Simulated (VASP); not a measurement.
Here is a VASP 6.6.1 calculation.

The input INCAR:

```
ALGO = Normal
EDIFF = 1E-6
ENCUT = 500
GGA = CA
GGA_COMPAT = False
ISIF = 2
ISMEAR = -1
LASPH = True
LCHARG = False
LREAL = False
LWAVE = False
NBANDS = 11
NELM = 120
PREC = Accurate
SIGMA = 0.08
```

Contents of KPOINTS:

```
k-points
0
Gamma
  15 15 15
```

Contents of POSCAR:

```
BP
1.0
    0.0000000000      2.2450412894      2.2450412894
    2.2450412894      0.0000000000      2.2450412894
    2.2450412894      2.2450412894      0.0000000000
B P
1 1
Direct
    0.0000000000      0.0000000000      0.0000000000
    0.2500000000      0.2500000000      0.2500000000
```

Potentials or basis: VASP PAW LDA potentials, release 64 (B, P).

Launch:

```bash
$ cat potpaw_LDA.64/B/POTCAR potpaw_LDA.64/P/POTCAR > POTCAR
$ mpirun -np 1 vasp_std > vasp.out
```

What does it give for the pressure?

-0.1 GPa.

What does it give for the band gap on the k mesh?

1.15 eV, indirect (least direct gap 3.43 eV).

A k mesh can miss the band edges. As with any semilocal functional, this LDA gap is likely too small.
